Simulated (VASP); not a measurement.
# C (Immm) in VASP: further runs, part 2 of 2

VASP 6.6.1. The steps go on from the part before.

## 3. Single point, PBE

This run uses another cell than the first one, of 15.81 Å³/atom, 3.147 times its volume.

Input file INCAR:

```
PREC = Accurate
ENCUT = 520
EDIFF = 1E-6
ISMEAR = 0
SIGMA = 0.02
LREAL = False
LASPH = True
NELM = 60
ALGO = Normal
ISIF = 2
LWAVE = False
LCHARG = False
GGA = PE
NBANDS = 36
LUSENCCL = False
```

Input file KPOINTS:

```
regular mesh
0
Gamma
  12 12 12
```

Input file POSCAR:

```
C
1.0
   -1.6780100107      5.3302630039      5.3034165756
    1.6780100107     -5.3302630039      5.3034165756
    1.6780100107      5.3302630039     -5.3034165756
C
12
Direct
    0.9328588725      0.1829889319      0.2501300594
    0.0671411275      0.3172711869      0.2501300594
    0.9328588725      0.6827288131      0.7498699406
    0.0671411275      0.8170110681      0.7498699406
    0.3769592665      0.6915049408      0.0684642073
    0.6230407335      0.6915049408      0.3145456743
    0.6230407335      0.3084950592      0.9315357927
    0.3769592665      0.3084950592      0.6854543257
    0.5048047446      0.0812144426      0.4235903020
    0.4951952554      0.9187855574      0.5764096980
    0.6576241405      0.0812144426      0.5764096980
    0.3423758595      0.9187855574      0.4235903020
```

Potentials or basis: VASP PAW PBE potentials, release 64 (C).

On the command line:

```console
cat potpaw_PBE.64/C/POTCAR > POTCAR
mpirun -np 1 vasp_std > vasp.out
```

OUTCAR:

```text
PREC = Accurate
   ENCUT = 520
   EDIFF = 1E-6
   ISMEAR = 0
   LREAL = False
   LASPH = True
   NELM = 60
   ISIF = 2
   GGA = PE

 ion  position               nearest neighbor table
   1  0.933  0.183  0.250-   2 1.42   3 1.68   3 1.68
   2  0.067  0.317  0.250-   1 1.42   4 1.68   4 1.68
   3  0.933  0.683  0.750-   4 1.42   1 1.68   1 1.68
   4  0.067  0.817  0.750-   3 1.42   2 1.68   2 1.68
   5  0.377  0.692  0.068-   8 1.29  12 1.44   9 1.44   8 2.07
   6  0.623  0.692  0.315-   7 1.29  11 1.44  10 1.44   7 2.07
   7  0.623  0.308  0.932-   6 1.29  11 1.44  10 1.44   6 2.07
   8  0.377  0.308  0.685-   5 1.29  12 1.44   9 1.44   5 2.07
   9  0.505  0.081  0.424-   8 1.44   5 1.44  11 1.63  12 1.72
  10  0.495  0.919  0.576-   6 1.44   7 1.44  12 1.63  11 1.72
  11  0.658  0.081  0.576-   7 1.44   6 1.44   9 1.63  10 1.72
  12  0.342  0.919  0.424-   5 1.44   8 1.44  10 1.63   9 1.72

  LATTYP: Found a body centered orthorhombic cell.
 ALAT       =     3.3560200214
 B/A-ratio  =     3.1605392946
 C/A-ratio  =     3.1765382625

  Lattice vectors:

 A1 = (   1.6780100107,  -5.3302630039,  -5.3034165756)
 A2 = (  -1.6780100107,  -5.3302630039,   5.3034165756)
 A3 = (  -1.6780100107,   5.3302630039,  -5.3034165756)

Analysis of symmetry for initial positions (statically):
=====================================================================
 Subroutine PRICEL returns:
 Original cell was already a primitive cell.

 Routine SETGRP: Setting up the symmetry group for a
 body centered orthorhombic supercell.

 Subroutine GETGRP returns: Found  8 space group operations
 (whereof  8 operations were pure point group operations)
 out of a pool of  8 trial point group operations.

The static configuration has the point symmetry D_2h.

Analysis of symmetry for dynamics (positions and initial velocities):
=====================================================================
 Subroutine PRICEL returns:
 Original cell was already a primitive cell.

 Routine SETGRP: Setting up the symmetry group for a
 body centered orthorhombic supercell.

 Subroutine GETGRP returns: Found  8 space group operations
 (whereof  8 operations were pure point group operations)
 out of a pool of  8 trial point group operations.

The dynamic configuration has the point symmetry D_2h.

 Subroutine INISYM returns: Found  8 space group operations
 (whereof  8 operations are pure point group operations),
 and found     1 'primitive' translations

----------------------------------------------------------------------------------------

                                     Primitive cell

  volume of cell :     189.7400

  direct lattice vectors                    reciprocal lattice vectors
    -1.678010011  5.330263004  5.303416576     0.000000000  0.093804002  0.094278847
     1.678010011 -5.330263004  5.303416576     0.297972001  0.000000000  0.094278847
     1.678010011  5.330263004 -5.303416576     0.297972001  0.093804002  0.000000000

  length of vectors
     7.704131921  7.704131921  7.704131921     0.132995082  0.312531301  0.312388386

[... 60 lines left out ...]
  0.250000  0.000000  0.000000      4.000000
  0.333333  0.000000  0.000000      4.000000
  0.416667  0.000000  0.000000      4.000000
[... 16 lines left out ...]
  0.250000  0.166667  0.000000      8.000000
  0.333333  0.166667  0.000000      8.000000
 [... further k-points ...]
   k-points           NKPTS =    280   k-points in BZ     NKDIM =    280   number of bands    NBANDS=     36
   number of dos      NEDOS =    301   number of ions     NIONS =     12
   total plane-waves  NPLWV = 216000
   dimension x,y,z NGX =    60 NGY =   60 NGZ =   60
   dimension x,y,z NGXF=   120 NGYF=  120 NGZF=  120
   ions per type =              12
   NGX,Y,Z   is equivalent  to a cutoff of  12.95, 12.95, 12.95 a.u.
   NGXF,Y,Z  is equivalent  to a cutoff of  25.89, 25.89, 25.89 a.u.
 SYSTEM =  unknown system
   PREC   = accura    normal or accurate (medium, high low for compatibility)
   ISTART =      0    job   : 0-new  1-cont  2-samecut
   ICHARG =      2    charge: 1-file 2-atom 10-const
   ISPIN  =      1    spin polarized calculation?
   LNONCOLLINEAR =      F non collinear calculations
   LSORBIT =      F    spin-orbit coupling
   LASPH  =      T    aspherical Exc in radial PAW
   ENCUT  =  520.0 eV  38.22 Ry    6.18 a.u.  14.32 14.32 14.32*2*pi/ulx,y,z
   NELM   =     60;   NELMIN=  2; NELMDL= -5     # of ELM steps
   EDIFF  = 0.1E-05   stopping-criterion for ELM
   LREAL  =      F    real-space projection
   EDIFFG = 0.1E-04   stopping-criterion for IOM
   NSW    =      0    number of steps for IOM
   IBRION =     -1    ionic relax: 0-MD 1-quasi-New 2-CG
   NFREE  =      0    steps in history (QN), initial steepest desc. (CG)
   ISIF   =      2    stress and relaxation
   ISYM   =      2    0-nonsym 1-usesym 2-fastsym
   POTIM  = 0.5000    time-step for ionic-motion
   TEBEG  =    0.0;   TEEND  =   0.0 temperature during run
   PSTRESS=    0.0 pullay stress
   NELECT =      48.0000    total number of electrons
   NUPDOWN=      -1.0000    fix difference up-down
   EMIN   =  10.00;   EMAX   =-10.00  energy-range for DOS
   EFERMI =   0.00;   METHOD = LEGACY
   ISMEAR =     0;   SIGMA  =   0.02  broadening in eV -4-tet -1-fermi 0-gaus
   EFERMI_NEDOS =   21; number of points for ismear=-14 and -15
   IALGO  =     38    algorithm
   IMIX   =      4    mixing-type and parameters
     AMIX     =   0.40;   BMIX     =  1.00
     AMIX_MAG =   1.60;   BMIX_MAG =  1.00
  volume/ion in A,a.u.               =      15.81       106.70
  Fermi-wavevector in a.u.,A,eV,Ry     =   1.035386  1.956596 14.585773  1.072024
  Thomas-Fermi vector in A             =   2.169727
   LORBIT       =      0    0 simple, 1 ext, 2 COOP (PROOUT), +10 PAW based schemes
   GGA     = PE    functional components
   LHFCALC =     F    Hartree Fock is set to
   AEXX    =    0.0000 exact exchange contribution
   IVDW    =     0    specifies the selected vdW correction
   LEPSILON=     F    determine dielectric tensor
   LRPA    =     F    only Hartree local field effects (RPA)
 non-spin polarized calculation
 Gauss-broadening in eV      SIGMA  =   0.02
  energy-cutoff  :      520.00
  volume of cell :      189.74
 maximum number of plane-waves:      5142
 NGX is ok and might be reduce to    60
   NGX = 29   NGY = 29   NGZ = 29

 number of electron      48.0000002 magnetization

 Free energy of the ion-electron system (eV)
  ---------------------------------------------------
  ext. energy  EPLUGINS =         0.00000000
  ---------------------------------------------------
  free energy    TOTEN  =       -89.14676065 eV

  energy without entropy =      -89.14676065  energy(sigma->0) =      -89.14676065

 E-fermi :   0.4607     XC(G=0):  -7.2437

 val. band max:        0.3154739774   @ k =  -0.2500  -0.3333   0.1667
 cond. band min:       0.6314119019   @ k =  -0.1667   0.1667   0.0833
 fundamental gap:      0.3159379245
 Fermi energy:         0.4607045765

 k-point     1 :       0.0000    0.0000    0.0000
  band No.  band energies     occupation
      1     -21.4088      2.00000
      2     -18.9231      2.00000
      3     -18.2857      2.00000
      4     -12.3164      2.00000
      5     -12.1801      2.00000
      6     -11.5030      2.00000
[... 925 lines left out ...]
     35       6.9703      0.00000
     36       7.0231      0.00000

 [... further k-points ...]
[... 5 lines left out ...]
  --------------------------------------------------------------------------------------
  -------------------------------------------------------------------------------------
  Total        0.4059208      0.1133381      0.5105884      0.0000000      0.0000000     -0.0000000
  in kB        3.4276227      0.9570345      4.3114423      0.0000000      0.0000000     -0.0000000
  external PRESSURE =       2.8986998 kB  Pullay stress =       0.0000000 kB

 VOLUME and BASIS-vectors are now :
 -----------------------------------------------------------------------------
  energy-cutoff  :      520.00
  volume of cell :      189.74
      direct lattice vectors                 reciprocal lattice vectors
    -1.678010011  5.330263004  5.303416576     0.000000000  0.093804002  0.094278847
     1.678010011 -5.330263004  5.303416576     0.297972001  0.000000000  0.094278847
     1.678010011  5.330263004 -5.303416576     0.297972001  0.093804002  0.000000000

 POSITION                                       TOTAL-FORCE (eV/Angst)
 -----------------------------------------------------------------------------------
     -0.83857      5.33026      4.59126        -0.000012     -0.000000     -0.081283
      0.83944      0.00000      0.71215        -0.000012     -0.000000      0.081283
      0.83857      5.33026      4.59126         0.000012      0.000000     -0.081283
      2.51658      0.00000      0.71215         0.000012      0.000000      0.081283
      0.64269     -1.31168      5.30342        -0.087042     -0.044305     -0.000000
      0.64269      1.31168      5.30342        -0.087042      0.044305      0.000000
      1.03532      6.64194      0.00000         0.087042      0.044305      0.000000
      1.03532      4.01858      0.00000         0.087042     -0.044305     -0.000000
      0.00000      4.51570      0.86143        -0.000000      0.026487      0.099881
      1.67801      0.81457      4.44199         0.000000     -0.026487     -0.099881
      0.00000      6.14483      0.86143        -0.000000     -0.026487      0.099881
      1.67801     -0.81457      4.44199         0.000000      0.026487     -0.099881
 -----------------------------------------------------------------------------------
    total drift:                               -0.000000      0.000000      0.000000

  FREE ENERGIE OF THE ION-ELECTRON SYSTEM (eV)
  ---------------------------------------------------
  free  energy   TOTEN  =       -89.1467606487 eV

  energy  without entropy=      -89.1467606487  energy(sigma->0) =      -89.14676065
```

Wall time 6.3 min (1 × NVIDIA H100 80GB with 1 thread of AMD EPYC 7R13 (Zen 3), shared host); peak memory 2.3 GiB.

Results:

* Free energy: -89.1468 eV
* Pressure: 0.3 GPa
* Largest force: 0.103 eV/Å
* Band gap on the k mesh: 0.32 eV, indirect (least direct gap 0.57 eV)

Forces in eV/Å, atoms in the order of the input:
```
C    0.000  0.000 -0.081
C    0.000  0.000  0.081
C    0.000  0.000 -0.081
C    0.000  0.000  0.081
C   -0.087 -0.044  0.000
C   -0.087  0.044  0.000
C    0.087  0.044  0.000
C    0.087 -0.044  0.000
C    0.000  0.026  0.100
C    0.000 -0.026 -0.100
C    0.000 -0.026  0.100
C    0.000  0.026 -0.100
```

Levels at points of the mesh, in eV from the valence-band top:
| k point | band 21 | band 22 | band 23 | band 24 | band 25 | band 26 | band 27 | band 28 |
| --- | --- | --- | --- | --- | --- | --- | --- | --- |
| (0.00, 0.00, 0.00) | -2.53 | -1.03 | -0.93 | -0.39 | 0.63 | 1.30 | 1.63 | 1.93 |
| (0.50, 0.00, 0.00) | -2.53 | -1.11 | -0.92 | -0.29 | 0.63 | 1.28 | 1.63 | 1.93 |
| (0.00, 0.50, 0.00) | -3.23 | -2.38 | -2.23 | -1.18 | 0.40 | 2.23 | 2.34 | 2.35 |
| (0.50, 0.50, 0.00) | -3.21 | -2.34 | -2.26 | -1.21 | 0.39 | 2.19 | 2.31 | 2.37 |
| (0.50, 0.50, 0.50) | -2.53 | -1.10 | -0.94 | -0.34 | 0.63 | 1.09 | 1.63 | 1.93 |

A k mesh can miss the band edges.
